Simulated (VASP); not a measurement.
# Be (P6_3/mmc) in VASP: further runs

Be is run at these levels: PBE+D3(BJ); tasks: relaxation of shape and atoms at fixed volume.

All numbers are computed with VASP 6.6.1; they aren't measurements. Logs are shortened: lines on timing, memory, paths and dates and some standing lists are left out, and cuts for length are marked.

### 1 The cell of the first run

Symmetry: P6_3/mmc, No. 194, hexagonal system. The conventional cell has a = 2.236 Å, b = 2.236 Å, c = 3.535 Å, α = 90.00°, β = 90.00°, γ = 120.00°. Be (site symmetry -6m2) has 12 Be at 2.19 to 2.24 Å within 2.9 Å.

### 2 Relaxation of shape and atoms at fixed volume, PBE+D3(BJ) (7.65 Å³/atom)

The input, INCAR:

```
SYSTEM = Be
  PREC = Accurate
  ENCUT = 600
  EDIFF = 1E-6
  ISMEAR = 0
  SIGMA = 0.1
  LREAL = .False.
  LASPH = .True.
  NELM = 100
  ALGO = Fast
  ISIF = 4
  LWAVE = .False.
  LCHARG = .False.
  GGA = PE
  IVDW = 12
  IBRION = 2
  NSW = 50
  EDIFFG = -0.01
```

The input, KPOINTS:

```
Automatic mesh
0
Gamma
  21 21 12
  0 0 0
```

The input, POSCAR:

```
Be
1.0
    2.2361459508      0.0000000000      0.0000000000
   -1.1180729754      1.9365591999      0.0000000000
    0.0000000000      0.0000000000      3.5346584668
Be
2
Direct
    0.3333333333      0.6666666667      0.2500000000
    0.6666666667      0.3333333333      0.7500000000
```

Potentials or basis: VASP PAW PBE potentials, release 64 (Be).

Command:

```sh
cat potpaw_PBE.64/Be/POTCAR > POTCAR
mpirun -np 1 vasp_std > vasp.out
```

OUTCAR:

```text
SYSTEM = Be
   PREC = Accurate
   ENCUT = 600
   EDIFF = 1E-6
   ISMEAR = 0
   LREAL = .False.
   LASPH = .True.
   NELM = 100
   ISIF = 4
   GGA = PE
   IVDW = 12
   IBRION = 2
   NSW = 50
   EDIFFG = -0.01
 IVDW          = 12

 ion  position               nearest neighbor table
   1  0.333  0.667  0.250-   2 2.19   2 2.19   2 2.19   2 2.19   2 2.19   2 2.19
   2  0.667  0.333  0.750-   1 2.19   1 2.19   1 2.19   1 2.19   1 2.19   1 2.19

  LATTYP: Found a hexagonal cell.
 ALAT       =     2.2361459508
 C/A-ratio  =     1.5806922019

  Lattice vectors:

 A1 = (   2.2361459508,   0.0000000000,   0.0000000000)
 A2 = (  -1.1180729754,   1.9365591999,   0.0000000000)
 A3 = (   0.0000000000,   0.0000000000,   3.5346584668)

Analysis of symmetry for initial positions (statically):
=====================================================================
 Subroutine PRICEL returns:
 Original cell was already a primitive cell.

 Routine SETGRP: Setting up the symmetry group for a
 hexagonal supercell.

 Subroutine GETGRP returns: Found 24 space group operations
 (whereof 12 operations were pure point group operations)
 out of a pool of 24 trial point group operations.

The static configuration has the point symmetry D_3d.
 The point group associated with its full space group is D_6h.

Analysis of symmetry for dynamics (positions and initial velocities):
=====================================================================
 Subroutine PRICEL returns:
 Original cell was already a primitive cell.

 Routine SETGRP: Setting up the symmetry group for a
 hexagonal supercell.

 Subroutine GETGRP returns: Found 24 space group operations
 (whereof 12 operations were pure point group operations)
 out of a pool of 24 trial point group operations.

The dynamic configuration has the point symmetry D_3d.
 The point group associated with its full space group is D_6h.

 Subroutine INISYM returns: Found 24 space group operations
 (whereof 12 operations are pure point group operations),
 and found     1 'primitive' translations

----------------------------------------------------------------------------------------

                                     Primitive cell

  volume of cell :      15.3066

  direct lattice vectors                    reciprocal lattice vectors
     2.236145951  0.000000000  0.000000000     0.447198001  0.258189886  0.000000000
    -1.118072975  1.936559200  0.000000000     0.000000000  0.516379773  0.000000000
     0.000000000  0.000000000  3.534658467     0.000000000  0.000000000  0.282912765

  length of vectors
     2.236145951  2.236145951  3.534658467     0.516379773  0.516379773  0.282912765

  position of ions in fractional coordinates (direct lattice)
     0.333333333  0.666666667  0.250000000
     0.666666667  0.333333333  0.750000000

  ion indices of the primitive-cell ions
   primitive index   ion index
                 1           1
                 2           2

----------------------------------------------------------------------------------------

 KPOINTS: Automatic mesh

Automatic generation of k-mesh.
 Grid dimensions read from file:
 generate k-points for:   21   21   12

 Generating k-lattice:

  Cartesian coordinates                     Fractional coordinates (reciprocal lattice)
     0.021295143  0.012294756  0.000000000     0.047619048  0.000000000  0.000000000
     0.000000000  0.024589513  0.000000000     0.000000000  0.047619048  0.000000000
     0.000000000  0.000000000  0.023576064     0.000000000  0.000000000  0.083333333

  Length of vectors
     0.024589513  0.024589513  0.023576064

  Shift w.r.t. Gamma in fractional coordinates (k-lattice)
     0.000000000  0.000000000  0.000000000

 Subroutine IBZKPT returns following result:
 ===========================================

[... 55 lines left out ...]
   POTIM  = 0.5000    time-step for ionic-motion
   TEBEG  =    0.0;   TEEND  =   0.0 temperature during run
   PSTRESS=    0.0 pullay stress
   NELECT =       4.0000    total number of electrons
   NUPDOWN=      -1.0000    fix difference up-down
   EMIN   =  10.00;   EMAX   =-10.00  energy-range for DOS
   EFERMI =   0.00;   METHOD = LEGACY
   ISMEAR =     0;   SIGMA  =   0.10  broadening in eV -4-tet -1-fermi 0-gaus
   EFERMI_NEDOS =   21; number of points for ismear=-14 and -15
   IALGO  =     68    algorithm
   IMIX   =      4    mixing-type and parameters
     AMIX     =   0.40;   BMIX     =  1.00
     AMIX_MAG =   1.60;   BMIX_MAG =  1.00
  volume/ion in A,a.u.               =       7.65        51.65
  Fermi-wavevector in a.u.,A,eV,Ry     =   1.046651  1.977884 14.904897  1.095479
  Thomas-Fermi vector in A             =   2.181498
   LORBIT       =      0    0 simple, 1 ext, 2 COOP (PROOUT), +10 PAW based schemes
   GGA     = PE    functional components
   LHFCALC =     F    Hartree Fock is set to
   AEXX    =    0.0000 exact exchange contribution
   IVDW    =    12    specifies the selected vdW correction
   LEPSILON=     F    determine dielectric tensor
   LRPA    =     F    only Hartree local field effects (RPA)
 conjugate gradient relaxation of ions
 non-spin polarized calculation
 RMM-DIIS sequential band-by-band and
 Gauss-broadening in eV      SIGMA  =   0.10
  energy-cutoff  :      600.00
  volume of cell :       15.31
 maximum number of plane-waves:       537
 NGX is ok and might be reduce to    18
   NGX =  9   NGY =  9   NGZ = 15

--------------------------------------- Ionic step        1  -------------------------------------------

 number of electron       4.0000000 magnetization

 Free energy of the ion-electron system (eV)
  ---------------------------------------------------
  ext. energy  EPLUGINS =         0.00000000
  ---------------------------------------------------
  free energy    TOTEN  =        -7.52351604 eV

  energy without entropy =       -7.52205650  energy(sigma->0) =       -7.52278627

------------------------ aborting loop because EDIFF is reached ----------------------------------------

 Edisp (eV)   -0.73454

 E8    (eV) :    -0.2546

  FORCE on cell =-STRESS in cart. coord.  units (eV):
  Direction    XX          YY          ZZ          XY          YZ          ZX
  --------------------------------------------------------------------------------------
  -------------------------------------------------------------------------------------
  Total      -0.32817    -0.32817    -0.37256     0.00000     0.00000     0.00000
  in kB     -34.35011   -34.35011   -38.99722     0.00000     0.00000     0.00000
  external pressure =      -35.90 kB  Pullay stress =        0.00 kB

 VOLUME and BASIS-vectors are now :
 -----------------------------------------------------------------------------
  energy-cutoff  :      600.00
  volume of cell :       15.31
      direct lattice vectors                 reciprocal lattice vectors
     2.236145951  0.000000000  0.000000000     0.447198001  0.258189886  0.000000000
    -1.118072975  1.936559200  0.000000000     0.000000000  0.516379773  0.000000000
     0.000000000  0.000000000  3.534658467     0.000000000  0.000000000  0.282912765

 POSITION                                       TOTAL-FORCE (eV/Angst)
 -----------------------------------------------------------------------------------
     -0.00000      1.29104      0.88366         0.000000      0.000000      0.000000
      1.11807      0.64552      2.65099        -0.000000     -0.000000      0.000000
 -----------------------------------------------------------------------------------
    total drift:                                0.000000     -0.000000      0.000000

  FREE ENERGIE OF THE ION-ELECTRON SYSTEM (eV)
  ---------------------------------------------------
  free  energy   TOTEN  =        -8.2580521897 eV

  energy  without entropy=       -8.2565926488  energy(sigma->0) =       -8.25732242

--------------------------------------- Ionic step        2  -------------------------------------------

 number of electron       4.0000000 magnetization

 Free energy of the ion-electron system (eV)
  ---------------------------------------------------
  ext. energy  EPLUGINS =         0.00000000
  ---------------------------------------------------
  free energy    TOTEN  =        -7.52353247 eV

  energy without entropy =       -7.52206538  energy(sigma->0) =       -7.52279892

 E-fermi :   7.3398     XC(G=0): -10.7130

 val. band max:        7.3346814557   @ k =   0.3333   0.0476   0.0000
 cond. band min:       7.3635290386   @ k =   0.3333   0.2857   0.0833
 fundamental gap:      0.0288475828
 Fermi energy:         7.3397689780

 k-point     1 :       0.0000    0.0000    0.0000
  band No.  band energies     occupation
      1      -4.2365      2.00000
      2       2.7092      2.00000
      3       8.4704      0.00000
      4      23.7620      0.00000
      5      23.7620      0.00000
      6      26.6595      0.00000
[... 199 lines left out ...]
 k-point    24 :       0.1905    0.0952    0.0000
  band No.  band energies     occupation
      1      -2.3811      2.00000
      2       5.1482      2.00000
      3       8.7413      0.00000
      4      15.7569      0.00000
      5      18.1204      0.00000
      6      23.9778      0.00000

 [... further k-points ...]

------------------------ aborting loop because EDIFF is reached ----------------------------------------

 Edisp (eV)   -0.73454

 E8    (eV) :    -0.2546

  FORCE on cell =-STRESS in cart. coord.  units (eV):
  Direction    XX          YY          ZZ          XY          YZ          ZX
  --------------------------------------------------------------------------------------
  -------------------------------------------------------------------------------------
  Total      -0.33983    -0.33983    -0.34530     0.00000    -0.00000    -0.00000
  in kB     -35.57093   -35.57093   -36.14329     0.00000    -0.00000    -0.00000
  external pressure =      -35.76 kB  Pullay stress =        0.00 kB

 VOLUME and BASIS-vectors are now :
 -----------------------------------------------------------------------------
  energy-cutoff  :      600.00
  volume of cell :       15.31
      direct lattice vectors                 reciprocal lattice vectors
     2.236944472  0.000000000  0.000000000     0.447038365  0.258097721 -0.000000000
    -1.118472236  1.937250740  0.000000000     0.000000000  0.516195441 -0.000000000
     0.000000000  0.000000000  3.532135385     0.000000000 -0.000000000  0.283114856

 POSITION                                       TOTAL-FORCE (eV/Angst)
 -----------------------------------------------------------------------------------
     -0.00000      1.29150      0.88303        -0.000000     -0.000000      0.000000
      1.11847      0.64575      2.64910         0.000000      0.000000      0.000000
 -----------------------------------------------------------------------------------
    total drift:                                0.000000     -0.000000      0.000000

  FREE ENERGIE OF THE ION-ELECTRON SYSTEM (eV)
  ---------------------------------------------------
  free  energy   TOTEN  =        -8.2580696855 eV

  energy  without entropy=       -8.2566025888  energy(sigma->0) =       -8.25733614

 reached required accuracy - stopping structural energy minimisation
```

Run time: 50 s. Hardware: 1 thread of Intel Xeon 8259CL, shared host; peak memory 0.16 GiB.

Results:

```yaml
Free_energy: -8.2581 eV
Energy_gained_by_relaxing: 0.0 meV/atom
Ionic_steps: 2
Pressure_after_relaxing: -3.6 GPa
Band_gap_on_the_k_mesh: zero (bands 2 and 3 overlap by 2.12 eV)
Dispersion_energy_per_atom: -0.367 eV
```

Final structure:
```
CELL_PARAMETERS angstrom
2.23694 0.00000 0.00000
-1.11847 1.93725 0.00000
0.00000 0.00000 3.53214
ATOMIC_POSITIONS crystal
Be 0.33333 0.66667 0.25000
Be 0.66667 0.33333 0.75000
```

### 3 Relaxation of shape and atoms at fixed volume, PBE+D3(BJ) (7.88 Å³/atom)

This run uses another cell than the first one, of 7.88 Å³/atom.

The input, INCAR:

```
PREC = Accurate
ENCUT = 600
EDIFF = 1E-6
ISMEAR = 0
SIGMA = 0.1
LREAL = False
LASPH = True
NELM = 80
ALGO = Fast
ISIF = 4
LWAVE = False
LCHARG = False
GGA = PE
IVDW = 12
IBRION = 2
NSW = 50
EDIFFG = -0.01
```

The input, KPOINTS:

```
Automatic mesh
0
Gamma
  21 21 12
```

The input, POSCAR:

```
Be
1.0
    2.2585478247      0.0000000000      0.0000000000
   -1.1292739123      1.9559597918      0.0000000000
    0.0000000000      0.0000000000      3.5658067864
Be
2
Direct
    0.3333333333      0.6666666667      0.2500000000
    0.6666666667      0.3333333333      0.7500000000
```

Potentials or basis: VASP PAW PBE potentials, release 64 (Be).

Command:

```sh
cat potpaw_PBE.64/Be/POTCAR > POTCAR
mpirun -np 1 vasp_std > vasp.out
```

Wall time 46 s (1 thread of Intel Xeon 8259CL, shared host); peak memory 0.17 GiB.

The run converged. Its results:

* Free energy: -8.2434 eV
* Energy gained by relaxing: 0.0 meV/atom
* Ionic steps: 2
* Pressure after relaxing: -6.9 GPa
* Band gap on the k mesh: zero (bands 2 and 3 overlap by 2.09 eV)
* Dispersion energy per atom: -0.356 eV

Stress tensor (GPa, compression positive):
```
-6.86  0.00  0.00
 0.00 -6.86  0.00
 0.00  0.00 -6.94
```

Final structure:
```cif
data_structure
_symmetry_space_group_name_H-M 'P 1'
_symmetry_Int_Tables_number 1
_cell_length_a 2.2594
_cell_length_b 2.2594
_cell_length_c 3.5632
_cell_angle_alpha 90.000
_cell_angle_beta 90.000
_cell_angle_gamma 120.000
_cell_volume 15.75
loop_
_atom_site_label
_atom_site_type_symbol
_atom_site_fract_x
_atom_site_fract_y
_atom_site_fract_z
_atom_site_occupancy
Be1 Be 0.33333 0.66667 0.25000 1
Be2 Be 0.66667 0.33333 0.75000 1
```

Levels at points of the mesh, in eV from the Fermi level:
```csv
k point,band 1,band 2,band 3,band 4,band 5,band 6
"(0.00, 0.00, 0.00)",-11.42,-4.51,1.06,16.03,16.03,18.88
"(0.00, 0.00, 0.50)",-9.25,-9.25,10.65,10.65,17.68,17.68
```

### 4 Relaxation of shape and atoms at fixed volume, PBE+D3(BJ) (8.17 Å³/atom)

This run uses another cell than the first one, of 8.17 Å³/atom.

INCAR, as its differences from that of step 3:

```diff
@@ -8,3 +8,3 @@
 NELM = 80
-ALGO = Fast
+ALGO = Normal
 ISIF = 4
```

KPOINTS is that of step 3.

The input, POSCAR:

```
Be
1.0
    2.2876112485      0.0000000000      0.0000000000
   -1.1438056242      1.9811294552      0.0000000000
    0.0000000000      0.0000000000      3.6069387095
Be
2
Direct
    0.3333333333      0.6666666667      0.2500000000
    0.6666666667      0.3333333333      0.7500000000
```

Command:

```sh
cat potpaw_PBE.64/Be/POTCAR > POTCAR
mpirun -np 1 vasp_std > vasp.out
```

It took 56 s on 1 thread of Intel Xeon 8259CL, shared host; peak memory 0.16 GiB.

Results (log left out):

| Item | Value |
| --- | --- |
| Free energy | -8.2105 eV |
| Energy gained by relaxing | 0.0 meV/atom |
| Ionic steps | 2 |
| Pressure after relaxing | -10.7 GPa |
| Band gap on the k mesh | zero (bands 2 and 3 overlap by 2.05 eV) |
| Dispersion energy per atom | -0.343 eV |

Stress tensor (GPa, compression positive):
```
-10.66   0.00   0.00
  0.00 -10.66   0.00
  0.00   0.00 -10.79
```

Final structure:
```yaml
crystal:
  lattice:
    - [2.28872, 0.00000, 0.00000]
    - [-1.14436, 1.98209, 0.00000]
    - [0.00000, 0.00000, 3.60343]
  atoms:
    - { symbol: Be, position: [0.33333, 0.66667, 0.25000] }
    - { symbol: Be, position: [0.66667, 0.33333, 0.75000] }
```

Levels at points of the mesh, in eV from the Fermi level:
```tsv
k point	band 1	band 2	band 3	band 4	band 5
(0.00, 0.00, 0.00)	-11.21	-4.36	0.96	15.54	15.54
(0.00, 0.00, 0.50)	-9.07	-9.07	10.40	10.40	17.14
```

### 5 Overview

| cell | gap on the mesh (eV) | pressure (GPa) |
| --- | --- | --- |
| relaxed from a = 2.236, b = 2.236, c = 3.535 Å, angles 90.0, 90.0, 120.0°, 2 atoms | none | -3.6 |
| relaxed from a = 2.259, b = 2.259, c = 3.566 Å, angles 90.0, 90.0, 120.0°, 2 atoms | none | -6.9 |
| relaxed from a = 2.288, b = 2.288, c = 3.607 Å, angles 90.0, 90.0, 120.0°, 2 atoms | none | -10.7 |

Alike in all rows: task relaxation of shape and atoms at fixed volume; level PBE+D3(BJ); potentials or basis VASP PAW PBE potentials, release 64 (Be); no spin polarisation; k mesh 21 × 21 × 12; cutoff (eV) 600; smearing gaussian 0.1 eV.

Absolute energies hang on the potentials; compare differences alone.
